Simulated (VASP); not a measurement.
# Br (Cmce) in VASP: further runs

The runs below take Br through single point, with r2SCAN.

All numbers are computed with VASP 6.6.1; they aren't measurements. Logs are shortened: lines on timing, memory, paths and dates and some standing lists are left out, and cuts for length are marked.

### 1 The cell of the first run

It takes space group Cmce (No. 64, orthorhombic). The conventional cell has a = 7.112 Å, b = 4.255 Å, c = 8.770 Å, α = 90.00°, β = 90.00°, γ = 90.00°. Br (site symmetry m) has 1 Br at 2.35 Å within 3.1 Å.

### 2 Single point, r2SCAN

The input, POSCAR:

```
Br
1.0
    3.5561452287     -2.1274589715      0.0000000000
    3.5561452287      2.1274589715      0.0000000000
    0.0000000000      0.0000000000      8.7699810166
Br
4
Direct
    0.8608174711      0.1391825289      0.1157818195
    0.6391825289      0.3608174711      0.6157818195
    0.1391825289      0.8608174711      0.8842181805
    0.3608174711      0.6391825289      0.3842181805
```

The input, INCAR.step1:

```
PREC = Accurate ; ENCUT = 520
ISMEAR = -1 ; SIGMA = 0.05
LREAL = F ; LASPH = T
NELM = 80 ; NBANDS = 22
GGA = PE ; ALGO = Normal
EDIFF = 1E-4 ; LWAVE = T
LCHARG = F
```

The input, INCAR.step2:

```
PREC = Accurate ; ENCUT = 520
EDIFF = 1E-7 ; ISMEAR = -1
SIGMA = 0.05 ; LREAL = F
LASPH = T ; NELM = 80
ALGO = Normal ; ISIF = 2
LWAVE = F ; LCHARG = F
METAGGA = R2SCAN ; LMIXTAU = T
NBANDS = 22 ; ISTART = 1
```

The input, KPOINTS:

```
Automatic mesh
0
Gamma
  2 2 1
```

Potentials or basis: VASP PAW PBE potentials, release 64 (Br).

Started as:

```sh
cat potpaw_PBE.64/Br/POTCAR > POTCAR
cp INCAR.step1 INCAR
mpirun -np 1 vasp_std > vasp.out
cp INCAR.step2 INCAR
mpirun -np 1 vasp_std > vasp.out
```

OUTCAR:

```text
PREC = Accurate
   ENCUT = 520
   EDIFF = 1E-7
   ISMEAR = -1
   LREAL = F
   LASPH = T
   NELM = 80
   ISIF = 2
   METAGGA = R2SCAN
   ISTART = 1

 ion  position               nearest neighbor table
   1  0.861  0.139  0.116-   3 2.35
   2  0.639  0.361  0.616-   4 2.35
   3  0.139  0.861  0.884-   1 2.35
   4  0.361  0.639  0.384-   2 2.35

  LATTYP: Found a base centered orthorhombic cell.
 ALAT       =     4.2549179430
 B/A-ratio  =     1.6715458565
 C/A-ratio  =     2.0611398702

  Lattice vectors:

 A1 = (  -3.5561452287,  -2.1274589715,   0.0000000000)
 A2 = (   3.5561452287,  -2.1274589715,   0.0000000000)
 A3 = (   0.0000000000,   0.0000000000,   8.7699810166)

Analysis of symmetry for initial positions (statically):
=====================================================================
 Subroutine PRICEL returns:
 Original cell was already a primitive cell.

 Routine SETGRP: Setting up the symmetry group for a
 base centered orthorhombic supercell.

 Subroutine GETGRP returns: Found  8 space group operations
 (whereof  4 operations were pure point group operations)
 out of a pool of  8 trial point group operations.

The static configuration has the point symmetry C_2h.
 The point group associated with its full space group is D_2h.

Analysis of symmetry for dynamics (positions and initial velocities):
=====================================================================
 Subroutine PRICEL returns:
 Original cell was already a primitive cell.

 Routine SETGRP: Setting up the symmetry group for a
 base centered orthorhombic supercell.

 Subroutine GETGRP returns: Found  8 space group operations
 (whereof  4 operations were pure point group operations)
 out of a pool of  8 trial point group operations.

The dynamic configuration has the point symmetry C_2h.
 The point group associated with its full space group is D_2h.

 Subroutine INISYM returns: Found  8 space group operations
 (whereof  4 operations are pure point group operations),
 and found     1 'primitive' translations

----------------------------------------------------------------------------------------

                                     Primitive cell

  volume of cell :     132.6995

  direct lattice vectors                    reciprocal lattice vectors
[... 66 lines left out ...]
   LASPH  =      T    aspherical Exc in radial PAW
   ENCUT  =  520.0 eV  38.22 Ry    6.18 a.u.   7.70  7.70 16.31*2*pi/ulx,y,z
   NELM   =     80;   NELMIN=  2; NELMDL=  0     # of ELM steps
   EDIFF  = 0.1E-06   stopping-criterion for ELM
   LREAL  =      F    real-space projection
   EDIFFG = 0.1E-05   stopping-criterion for IOM
   NSW    =      0    number of steps for IOM
   IBRION =     -1    ionic relax: 0-MD 1-quasi-New 2-CG
   NFREE  =      0    steps in history (QN), initial steepest desc. (CG)
   ISIF   =      2    stress and relaxation
   ISYM   =      2    0-nonsym 1-usesym 2-fastsym
   POTIM  = 0.5000    time-step for ionic-motion
   TEBEG  =    0.0;   TEEND  =   0.0 temperature during run
   PSTRESS=    0.0 pullay stress
   NELECT =      28.0000    total number of electrons
   NUPDOWN=      -1.0000    fix difference up-down
   EMIN   =  10.00;   EMAX   =-10.00  energy-range for DOS
   EFERMI =   0.00;   METHOD = LEGACY
   ISMEAR =    -1;   SIGMA  =   0.05  broadening in eV -4-tet -1-fermi 0-gaus
   EFERMI_NEDOS =   21; number of points for ismear=-14 and -15
   IALGO  =     38    algorithm
   IMIX   =      4    mixing-type and parameters
     AMIX     =   0.40;   BMIX     =  1.00
     AMIX_MAG =   1.60;   BMIX_MAG =  1.00
  volume/ion in A,a.u.               =      33.17       223.88
  Fermi-wavevector in a.u.,A,eV,Ry     =   0.974625  1.841775 12.924102  0.949895
  Thomas-Fermi vector in A             =   2.105100
   LORBIT       =      0    0 simple, 1 ext, 2 COOP (PROOUT), +10 PAW based schemes
   METAGGA = R2SCAN    functional components
   LHFCALC =     F    Hartree Fock is set to
   AEXX    =    0.0000 exact exchange contribution
   IVDW    =     0    specifies the selected vdW correction
   LEPSILON=     F    determine dielectric tensor
   LRPA    =     F    only Hartree local field effects (RPA)
 non-spin polarized calculation
  energy-cutoff  :      520.00
  volume of cell :      132.70
 maximum number of plane-waves:      3584
 NGX is ok and might be reduce to    32
   NGX = 15   NGY = 15   NGZ = 33

 number of electron      28.0000000 magnetization

 Free energy of the ion-electron system (eV)
  ---------------------------------------------------
  ext. energy  EPLUGINS =         0.00000000
  ---------------------------------------------------
  free energy    TOTEN  =       -53.20486663 eV

  energy without entropy =      -53.20486656  energy(sigma->0) =      -53.20486659

 E-fermi :   0.3373     XC(G=0):  -8.3925

 val. band max:       -0.4836173002   @ k =   0.0000   0.0000   0.0000
 cond. band min:       1.1835972182   @ k =   0.0000   0.0000   0.0000
 fundamental gap:      1.6672145184
 Fermi energy:         0.3372889342

 k-point     1 :       0.0000    0.0000    0.0000
  band No.  band energies     occupation
      1     -16.9494      2.00000
      2     -16.4380      2.00000
      3     -14.4430      2.00000
      4     -13.4201      2.00000
      5      -5.7097      2.00000
      6      -4.2570      2.00000
[... 64 lines left out ...]
     21      10.2085      0.00000
     22      10.6051      0.00000

------------------------ aborting loop because EDIFF is reached ----------------------------------------

  FORCE on cell =-STRESS in cart. coord.  units (eV):
  Direction    XX          YY          ZZ          XY          YZ          ZX
  --------------------------------------------------------------------------------------
  -------------------------------------------------------------------------------------
  Total        1.4044414     -0.3731654     -2.0917230      0.0000000      0.0000000      0.0000000
  in kB       16.9568379     -4.5054965    -25.2548869      0.0000000      0.0000000      0.0000000
  external PRESSURE =      -4.2678485 kB  Pullay stress =       0.0000000 kB

 VOLUME and BASIS-vectors are now :
 -----------------------------------------------------------------------------
  energy-cutoff  :      520.00
  volume of cell :      132.70
      direct lattice vectors                 reciprocal lattice vectors
     3.556145229 -2.127458971  0.000000000     0.140601682 -0.235022159  0.000000000
     3.556145229  2.127458971  0.000000000     0.140601682  0.235022159  0.000000000
     0.000000000  0.000000000  8.769981017     0.000000000  0.000000000  0.114025332

 POSITION                                       TOTAL-FORCE (eV/Angst)
 -----------------------------------------------------------------------------------
      3.55615     -1.53525      1.01540         0.000000      0.263864      0.089884
      3.55615     -0.59221      5.40039         0.000000     -0.263864      0.089884
      3.55615      1.53525      7.75458         0.000000     -0.263864     -0.089884
      3.55615      0.59221      3.36959         0.000000      0.263864     -0.089884
 -----------------------------------------------------------------------------------
    total drift:                                0.000000     -0.000000      0.000000

  FREE ENERGIE OF THE ION-ELECTRON SYSTEM (eV)
  ---------------------------------------------------
  free  energy   TOTEN  =       -53.2048666261 eV

  energy  without entropy=      -53.2048665596  energy(sigma->0) =      -53.20486659
```

OSZICAR.step1:

```text
N       E                     dE             d eps       ncg     rms          rms(c)
DAV:   1     0.176029882481E+03    0.17603E+03   -0.11926E+04   132   0.107E+03
DAV:   2     0.663005277723E+01   -0.16940E+03   -0.16457E+03   188   0.183E+02
DAV:   3    -0.688691199270E+01   -0.13517E+02   -0.13472E+02   168   0.590E+01
DAV:   4    -0.702842222423E+01   -0.14151E+00   -0.14149E+00   170   0.710E+00
DAV:   5    -0.702943972505E+01   -0.10175E-02   -0.10174E-02   168   0.606E-01    0.110E+01
DAV:   6    -0.677368324554E+01    0.25576E+00   -0.18287E-01   162   0.221E+00    0.714E+00
DAV:   7    -0.668850573803E+01    0.85178E-01   -0.41113E-01   150   0.328E+00    0.552E-01
DAV:   8    -0.668101052731E+01    0.74952E-02   -0.46779E-02   150   0.114E+00    0.265E-01
DAV:   9    -0.668104949731E+01   -0.38970E-04   -0.84511E-04   162   0.177E-01
   1 F= -.66810495E+01 E0= -.66810491E+01  d E =-.777411E-06
```

Wall time 37 s (1 thread of Intel Xeon Platinum 8488C (Sapphire Rapids), shared host); peak memory 0.25 GiB.

What came out:

| Property | Result |
| --- | --- |
| Free energy | -53.2049 eV |
| Pressure | -0.4 GPa |
| Largest force | 0.279 eV/Å |
| Band gap on the k mesh | 1.67 eV, direct |

Forces on the atoms (eV/Å):
```
Br   0.000  0.264  0.090
Br   0.000 -0.264  0.090
Br   0.000 -0.264 -0.090
Br   0.000  0.264 -0.090
```

Stress tensor (GPa, compression positive):
```
 1.70  0.00  0.00
 0.00 -0.45  0.00
 0.00  0.00 -2.53
```

Caveat: the k points lie up to 0.86 Å⁻¹ apart; the PAW data sets were made with another functional, which shifts forces and pressure a little.

### 3 Single point, r2SCAN

POSCAR is that of step 2.

The input, INCAR.step1:

```
SYSTEM = Br
PREC = Accurate
ENCUT = 520
ISMEAR = -1
SIGMA = 0.05
LREAL = .False.
LASPH = .True.
NELM = 60
NBANDS = 22
GGA = PE
ALGO = Normal
EDIFF = 1E-4
LWAVE = .True.
LCHARG = .False.
```

The input, INCAR.step2:

```
SYSTEM = Br
PREC = Accurate
ENCUT = 520
EDIFF = 1E-6
ISMEAR = -1
SIGMA = 0.05
LREAL = .False.
LASPH = .True.
NELM = 60
ALGO = Normal
ISIF = 2
LWAVE = .False.
LCHARG = .False.
METAGGA = R2SCAN
LMIXTAU = .True.
NBANDS = 22
ISTART = 1
```

The input, KPOINTS:

```
Automatic mesh
0
Gamma
  2 2 1
  0 0 0
```

Potentials or basis: VASP PAW PBE potentials, release 64 (Br).

Started as:

```sh
cat potpaw_PBE.64/Br/POTCAR > POTCAR
cp INCAR.step1 INCAR
mpirun -np 1 vasp_std > vasp.out
cp INCAR.step2 INCAR
mpirun -np 1 vasp_std > vasp.out
```

Run time: 34 s. Hardware: 1 thread of Intel Xeon Platinum 8488C (Sapphire Rapids), shared host; peak memory 0.25 GiB.

Results (log left out):

```yaml
Free_energy: -53.2049 eV
Pressure: -0.4 GPa
Largest_force: 0.279 eV/Å
Band_gap_on_the_k_mesh: 1.67 eV, direct
```

Forces on the atoms (eV/Å):
```
Br   0.000  0.264  0.090
Br   0.000 -0.264  0.090
Br   0.000 -0.264 -0.090
Br   0.000  0.264 -0.090
```

Stress tensor (GPa, compression positive):
```
 1.70  0.00  0.00
 0.00 -0.45  0.00
 0.00  0.00 -2.53
```

Levels at points of the mesh, in eV from the valence-band top:
```tsv
k point	band 12	band 13	band 14	band 15	band 16	band 17
(0.00, 0.00, 0.00)	-0.49	-0.36	0.00	1.67	2.70	6.45
(0.50, 0.00, 0.00)	-1.23	-0.54	-0.54	2.65	2.65	7.47
(0.50, 0.50, 0.00)	-1.38	-0.57	-0.24	1.69	2.51	7.60
```

Caveat: the k points lie up to 0.86 Å⁻¹ apart; the PAW data sets were made with another functional, which shifts forces and pressure a little. A k mesh can miss the band edges.
